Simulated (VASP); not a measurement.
Wanted: the native input for a VASP 6.6.1 run.

| Quantity | Value |
| --- | --- |
| Task | single point |
| Functional | PBE |
| Potentials or basis | VASP PAW PBE potentials, release 64 (Al, Cl, F) |
| Cutoff | 520 eV |
| k mesh | 6 × 6 × 2 |
| Occupations | gaussian, width 0.1 eV |
| Spin | no spin polarisation |
| Dipole correction | no |
| Further INCAR settings | ALGO = Normal; EDIFF = 1e-06; NBANDS = 34 |

The structure of AlClF2 lies in POSCAR:

```
AlClF2
1.0
    4.2790356700      0.0000000000      0.0000000000
   -2.1395178400      3.7057536000      0.0000000000
    0.0000000000      0.0000000000      8.4338964400
Al Cl F
2 2 4
Direct
    0.3333333300      0.6666666700      0.0000000000
    0.6666666700      0.3333333300      0.0000000000
    0.0000000000      0.0000000000      0.7344995100
    0.0000000000      0.0000000000      0.2655004900
    0.3333333300      0.6666666700      0.5000000000
    0.6666666700      0.3333333300      0.5000000000
    0.0000000000      0.0000000000      0.9214751100
    0.0000000000      0.0000000000      0.0785248900
```

The cell was built from a structure type or drawn by symmetry, and may not be a known phase.

The input as run:

INCAR

```
PREC = Accurate
ENCUT = 520
EDIFF = 1E-6
ISMEAR = 0
SIGMA = 0.1
LREAL = F
LASPH = T
NELM = 60
ALGO = Normal
ISIF = 2
LWAVE = F
LCHARG = T
GGA = PE
LELF = T
LVHAR = T
NBANDS = 34
```

KPOINTS

```
regular mesh
0
Gamma
  6 6 2
```

Potentials or basis: VASP PAW PBE potentials, release 64 (Al, Cl, F).

Run with:

```console
$ cat potpaw_PBE.64/Al/POTCAR potpaw_PBE.64/Cl/POTCAR potpaw_PBE.64/F/POTCAR > POTCAR
$ mpirun -np 1 vasp_std > vasp.out
```

It gave:

```yaml
Pressure: 34.7 GPa
Largest_force: 20.691 eV/Å
Band_gap_on_the_k_mesh: zero (bands 24 and 25 overlap by 0.14 eV)
```

Caveat: the k points lie up to 0.37 Å⁻¹ apart; forces of over 1 eV/Å act on the atoms, so gaps and moduli don't describe the material at rest.

It took 2 min on 1 thread of Intel Xeon 8259CL (shared host), peak memory 0.26 GiB.
